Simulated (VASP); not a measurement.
# SrSc (P6_3/mmc) in VASP: further runs

Runs on SrSc. Level: PBE. Tasks: single point.

Everything below comes from runs of VASP 6.6.1. Logs are shortened: lines on timing, memory, paths and dates and some standing lists are left out, and cuts for length are marked.

### Step 1. The cell of the first run

Symmetry: P6_3/mmc, No. 194, hexagonal system. Conventional cell: a = 6.049 Å, b = 6.049 Å, c = 6.637 Å, α = 90.00°, β = 90.00°, γ = 120.00°. Sr (site symmetry -6m2) has 5 Sc at 3.32 to 3.49 Å within 4.4 Å. Within 4.4 Å of Sc (site symmetry -6m2) lie 5 Sr at 3.32 to 3.49 Å.

### Step 2. Single point, PBE

File INCAR:

```
SYSTEM = SrSc
PREC = Accurate ; ENCUT = 520
EDIFF = 1E-6 ; ISMEAR = 0
SIGMA = 0.1 ; LREAL = .False.
LASPH = .True. ; NELM = 80
ALGO = Normal ; ISIF = 2
LWAVE = .False. ; LCHARG = .False.
GGA = PE ; NBANDS = 29
```

File KPOINTS:

```
Automatic mesh
0
Gamma
  3 3 4
  0 0 0
```

File POSCAR:

```
SrSc
1.0
    6.0488750747      0.0000000000      0.0000000000
   -3.0244375374      5.2384794790      0.0000000000
    0.0000000000      0.0000000000      6.6372386682
Sr Sc
2 2
Direct
    0.3333333333      0.6666666667      0.2500000000
    0.6666666667      0.3333333333      0.7500000000
    0.3333333333      0.6666666667      0.7500000000
    0.6666666667      0.3333333333      0.2500000000
```

Potentials or basis: VASP PAW PBE potentials, release 64 (Sr_sv, Sc_sv).

Launch:

```sh
cat potpaw_PBE.64/Sr_sv/POTCAR potpaw_PBE.64/Sc_sv/POTCAR > POTCAR
mpirun -np 1 vasp_std > vasp.out
```

OUTCAR:

```text
SYSTEM = SrSc
   PREC = Accurate
   ENCUT = 520
   EDIFF = 1E-6
   ISMEAR = 0
   LREAL = .False.
   LASPH = .True.
   NELM = 80
   ISIF = 2
   GGA = PE

 ion  position               nearest neighbor table
   1  0.333  0.667  0.250-   3 3.32   3 3.32   4 3.49   4 3.49   4 3.49   2 4.82   2 4.82   2 4.82
                             2 4.82   2 4.82   2 4.82
   2  0.667  0.333  0.750-   4 3.32   4 3.32   3 3.49   3 3.49   3 3.49   1 4.82   1 4.82   1 4.82
                             1 4.82   1 4.82   1 4.82
   3  0.333  0.667  0.750-   1 3.32   1 3.32   2 3.49   2 3.49   2 3.49
   4  0.667  0.333  0.250-   2 3.32   2 3.32   1 3.49   1 3.49   1 3.49

  LATTYP: Found a hexagonal cell.
 ALAT       =     6.0488750747
 C/A-ratio  =     1.0972682666

  Lattice vectors:

 A1 = (   6.0488750747,   0.0000000000,   0.0000000000)
 A2 = (  -3.0244375374,   5.2384794790,   0.0000000000)
 A3 = (   0.0000000000,   0.0000000000,   6.6372386682)

Analysis of symmetry for initial positions (statically):
=====================================================================
 Subroutine PRICEL returns:
 Original cell was already a primitive cell.

 Routine SETGRP: Setting up the symmetry group for a
 hexagonal supercell.

 Subroutine GETGRP returns: Found 24 space group operations
 (whereof 12 operations were pure point group operations)
 out of a pool of 24 trial point group operations.

The static configuration has the point symmetry D_3d.
 The point group associated with its full space group is D_6h.

Analysis of symmetry for dynamics (positions and initial velocities):
=====================================================================
 Subroutine PRICEL returns:
 Original cell was already a primitive cell.

 Routine SETGRP: Setting up the symmetry group for a
 hexagonal supercell.

 Subroutine GETGRP returns: Found 24 space group operations
 (whereof 12 operations were pure point group operations)
 out of a pool of 24 trial point group operations.

The dynamic configuration has the point symmetry D_3d.
 The point group associated with its full space group is D_6h.

 Subroutine INISYM returns: Found 24 space group operations
 (whereof 12 operations are pure point group operations),
 and found     1 'primitive' translations

----------------------------------------------------------------------------------------

                                     Primitive cell

  volume of cell :     210.3136

[... 75 lines left out ...]
   NELM   =     80;   NELMIN=  2; NELMDL= -5     # of ELM steps
   EDIFF  = 0.1E-05   stopping-criterion for ELM
   LREAL  =      F    real-space projection
   EDIFFG = 0.1E-04   stopping-criterion for IOM
   NSW    =      0    number of steps for IOM
   IBRION =     -1    ionic relax: 0-MD 1-quasi-New 2-CG
   NFREE  =      0    steps in history (QN), initial steepest desc. (CG)
   ISIF   =      2    stress and relaxation
   ISYM   =      2    0-nonsym 1-usesym 2-fastsym
   POTIM  = 0.5000    time-step for ionic-motion
   TEBEG  =    0.0;   TEEND  =   0.0 temperature during run
   PSTRESS=    0.0 pullay stress
   NELECT =      42.0000    total number of electrons
   NUPDOWN=      -1.0000    fix difference up-down
   EMIN   =  10.00;   EMAX   =-10.00  energy-range for DOS
   EFERMI =   0.00;   METHOD = LEGACY
   ISMEAR =     0;   SIGMA  =   0.10  broadening in eV -4-tet -1-fermi 0-gaus
   EFERMI_NEDOS =   21; number of points for ismear=-14 and -15
   IALGO  =     38    algorithm
   IMIX   =      4    mixing-type and parameters
     AMIX     =   0.40;   BMIX     =  1.00
     AMIX_MAG =   1.60;   BMIX_MAG =  1.00
  volume/ion in A,a.u.               =      52.58       354.82
  Fermi-wavevector in a.u.,A,eV,Ry     =   0.956905  1.808288 12.458409  0.915667
  Thomas-Fermi vector in A             =   2.085875
   LORBIT       =      0    0 simple, 1 ext, 2 COOP (PROOUT), +10 PAW based schemes
   GGA     = PE    functional components
   LHFCALC =     F    Hartree Fock is set to
   AEXX    =    0.0000 exact exchange contribution
   IVDW    =     0    specifies the selected vdW correction
   LEPSILON=     F    determine dielectric tensor
   LRPA    =     F    only Hartree local field effects (RPA)
 non-spin polarized calculation
 Gauss-broadening in eV      SIGMA  =   0.10
  energy-cutoff  :      520.00
  volume of cell :      210.31
 maximum number of plane-waves:      5701
 NGX is ok and might be reduce to    48
   NGX = 23   NGY = 23   NGZ = 25

 number of electron      41.9999998 magnetization

 Free energy of the ion-electron system (eV)
  ---------------------------------------------------
  ext. energy  EPLUGINS =         0.00000000
  ---------------------------------------------------
  free energy    TOTEN  =       -10.43463114 eV

  energy without entropy =      -10.39021937  energy(sigma->0) =      -10.41242525

 E-fermi :   0.7198     XC(G=0):  -7.1174

 val. band max:        0.6991871819   @ k =   0.3333   0.3333   0.0000
 cond. band min:       0.7332791450   @ k =   0.3333   0.0000   0.2500
 fundamental gap:      0.0340919631
 Fermi energy:         0.7197861370

 k-point     1 :       0.0000    0.0000    0.0000
  band No.  band energies     occupation
      1     -49.9008      2.00000
      2     -49.9006      2.00000
      3     -35.2532      2.00000
      4     -35.2507      2.00000
      5     -28.5882      2.00000
      6     -28.5882      2.00000
[... 277 lines left out ...]
     28       1.5625      0.00000
     29       1.7846      0.00000

------------------------ aborting loop because EDIFF is reached ----------------------------------------

  FORCE on cell =-STRESS in cart. coord.  units (eV):
  Direction    XX          YY          ZZ          XY          YZ          ZX
  --------------------------------------------------------------------------------------
  -------------------------------------------------------------------------------------
  Total       -0.0031640     -0.0031640      0.2003881      0.0000000      0.0000000     -0.0000000
  in kB       -0.0241036     -0.0241036      1.5265649      0.0000000      0.0000000     -0.0000000
  external PRESSURE =       0.4927859 kB  Pullay stress =       0.0000000 kB

 VOLUME and BASIS-vectors are now :
 -----------------------------------------------------------------------------
  energy-cutoff  :      520.00
  volume of cell :      210.31
      direct lattice vectors                 reciprocal lattice vectors
     6.048875075  0.000000000  0.000000000     0.165319995  0.095447544  0.000000000
    -3.024437537  5.238479479  0.000000000     0.000000000  0.190895088  0.000000000
     0.000000000  0.000000000  6.637238668     0.000000000  0.000000000  0.150665066

 POSITION                                       TOTAL-FORCE (eV/Angst)
 -----------------------------------------------------------------------------------
     -0.00000      3.49232      1.65931        -0.000000      0.000000      0.000000
      3.02444      1.74616      4.97793         0.000000     -0.000000      0.000000
     -0.00000      3.49232      4.97793         0.000000     -0.000000      0.000000
      3.02444      1.74616      1.65931        -0.000000     -0.000000      0.000000
 -----------------------------------------------------------------------------------
    total drift:                               -0.000000      0.000000     -0.000000

  FREE ENERGIE OF THE ION-ELECTRON SYSTEM (eV)
  ---------------------------------------------------
  free  energy   TOTEN  =       -10.4346311411 eV

  energy  without entropy=      -10.3902193667  energy(sigma->0) =      -10.41242525
```

Run time: 52 s. Hardware: 1 thread of AMD EPYC 9R45 (Zen 5), shared host; peak memory 0.31 GiB.

Results:

| Quantity | Value |
| --- | --- |
| Free energy | -10.4346 eV |
| Pressure | 0.0 GPa |
| Band gap on the k mesh | zero (band 21 reaches 1.03 eV, above the bottom of band 22 at 0.40 eV) |

Levels at points of the mesh, in eV from the Fermi level:
```
           k point  band 18  band 19  band 20  band 21  band 22  band 23  band 24  band 25
(0.00, 0.00, 0.00)    -0.63    -0.18    -0.18     0.03     0.12     0.41     0.41     0.43
(0.00, 0.00, 0.50)    -2.33     0.19     0.19     0.19     0.19     0.68     0.68     0.80
```

Caveat: the k points lie up to 0.40 Å⁻¹ apart.

### Step 3. Single point, PBE

This run uses another cell than the first one, of 34.69 Å³/atom, 0.660 times its volume.

File INCAR:

```
PREC     = Accurate       # precision mode
ENCUT    = 520            # plane-wave cutoff, eV
EDIFF    = 1E-6           # SCF threshold, eV
ISMEAR   = 0              # smearing method
SIGMA    = 0.1            # smearing width, eV
LREAL    = False          # projectors in reciprocal space
LASPH    = True           # aspherical terms in the spheres
NELM     = 100            # most SCF steps
ALGO     = Fast           # electronic algorithm
ISIF     = 2              # what is computed and relaxed
LWAVE    = False          # write WAVECAR
LCHARG   = False          # write CHGCAR
GGA      = PE             # functional
NBANDS   = 29             # bands
```

File KPOINTS:

```
regular mesh
0
Gamma
  6 6 2
```

File POSCAR:

```
SrSc
1.0
    3.9199827661      0.0000000000      0.0000000000
   -1.9599913831      3.3948046578      0.0000000000
    0.0000000000      0.0000000000     10.4280653792
Sr Sc
2 2
Direct
    0.3333333333      0.6666666667      0.2500000000
    0.6666666667      0.3333333333      0.7500000000
    0.3333333333      0.6666666667      0.7500000000
    0.6666666667      0.3333333333      0.2500000000
```

Potentials or basis: VASP PAW PBE potentials, release 64 (Sr_sv, Sc_sv).

Launch:

```sh
cat potpaw_PBE.64/Sr_sv/POTCAR potpaw_PBE.64/Sc_sv/POTCAR > POTCAR
mpirun -np 1 vasp_std > vasp.out
```

Wall time 1.9 min (1 thread of AMD EPYC 9R45 (Zen 5), shared host); peak memory 0.24 GiB.

Results (log left out):

* Free energy: -0.0647 eV
* Pressure: 17.0 GPa
* Band gap on the k mesh: zero (band 21 reaches 2.96 eV, above the bottom of band 22 at 1.63 eV)

Stress tensor (GPa, compression positive):
```
27.71  0.00  0.00
 0.00 27.71  0.00
 0.00  0.00 -4.33
```

Levels at points of the mesh, in eV from the Fermi level:
| k point | band 18 | band 19 | band 20 | band 21 | band 22 | band 23 |
| --- | --- | --- | --- | --- | --- | --- |
| (0.00, 0.00, 0.00) | -1.90 | -0.65 | -0.55 | 0.27 | 0.43 | 0.43 |
| (0.50, 0.00, 0.00) | -2.16 | -0.77 | -0.43 | -0.31 | -0.23 | 0.00 |
| (0.00, 0.00, 0.50) | -2.50 | -0.62 | -0.62 | 0.47 | 0.47 | 0.47 |
| (0.50, 0.00, 0.50) | -2.21 | -0.53 | -0.53 | -0.37 | -0.37 | 0.00 |

### Step 4. Single point, PBE

File INCAR:

```
SYSTEM = SrSc
  PREC = Accurate
  ENCUT = 520
  EDIFF = 1E-6
  ISMEAR = 0
  SIGMA = 0.1
  LREAL = .FALSE.
  LASPH = .TRUE.
  NELM = 100
  ALGO = Normal
  ISIF = 2
  LWAVE = .FALSE.
  LCHARG = .FALSE.
  GGA = PE
  NBANDS = 29
```

File KPOINTS:

```
regular mesh
0
G
  6 6 2
  0 0 0
```

File POSCAR:

```
SrSc
1.0
    6.0488750747      0.0000000000      0.0000000000
   -3.0244375374      5.2384794790      0.0000000000
    0.0000000000      0.0000000000      6.6372386682
Sr Sc
2 2
Direct
    0.3333333333      0.6666666667      0.2500000000
    0.6666666667      0.3333333333      0.7500000000
    0.3333333333      0.6666666667      0.7500000000
    0.6666666667      0.3333333333      0.2500000000
```

Launch:

```sh
cat potpaw_PBE.64/Sr_sv/POTCAR potpaw_PBE.64/Sc_sv/POTCAR > POTCAR
mpirun -np 1 vasp_std > vasp.out
```

Run time: 78 s. Hardware: 1 thread of AMD EPYC 9R45 (Zen 5), shared host; peak memory 0.33 GiB.

The run converged. Its results:

```yaml
Free_energy: -10.3198 eV
Pressure: 0.1 GPa
Band_gap_on_the_k_mesh: zero (band 21 reaches 0.94 eV, above the bottom of band 22 at 0.40 eV)
```

Stress tensor (GPa, compression positive):
```
0.13 0.00 0.00
0.00 0.13 0.00
0.00 0.00 0.01
```

Levels at points of the mesh, in eV from the Fermi level:
| k point | band 17 | band 18 | band 19 | band 20 | band 21 | band 22 | band 23 | band 24 | band 25 | band 26 |
| --- | --- | --- | --- | --- | --- | --- | --- | --- | --- | --- |
| (0.00, 0.00, 0.00) | -3.43 | -0.68 | -0.22 | -0.22 | -0.01 | 0.08 | 0.37 | 0.37 | 0.40 | 0.40 |
| (0.50, 0.00, 0.00) | -2.42 | -1.60 | -0.45 | -0.45 | -0.29 | 0.21 | 0.24 | 0.32 | 0.34 | 0.48 |
| (0.00, 0.00, 0.50) | -2.39 | -2.39 | 0.16 | 0.16 | 0.16 | 0.16 | 0.64 | 0.64 | 0.77 | 0.77 |
| (0.50, 0.00, 0.50) | -1.43 | -1.43 | -0.84 | -0.84 | 0.05 | 0.05 | 0.15 | 0.15 | 0.61 | 0.61 |

Caveat: the k points lie up to 0.47 Å⁻¹ apart.

### Step 5. The runs side by side

```tsv
cell	k mesh	gap on the mesh (eV)	pressure (GPa)
a = 6.049, b = 6.049, c = 6.637 Å, angles 90.0, 90.0, 120.0°, 4 atoms	3 × 3 × 4	none	0.0
a = 3.920, b = 3.920, c = 10.428 Å, angles 90.0, 90.0, 120.0°, 4 atoms	6 × 6 × 2	none	17.0
a = 6.049, b = 6.049, c = 6.637 Å, angles 90.0, 90.0, 120.0°, 4 atoms	6 × 6 × 2	none	0.1
```

Alike in all rows: task single point; level PBE; potentials or basis VASP PAW PBE potentials, release 64 (Sr_sv, Sc_sv); no spin polarisation; cutoff (eV) 520; smearing gaussian 0.1 eV.

Caveats: some runs use coarse meshes.

Total energies depend on the potentials used, so only differences within one code and one set of settings carry meaning.
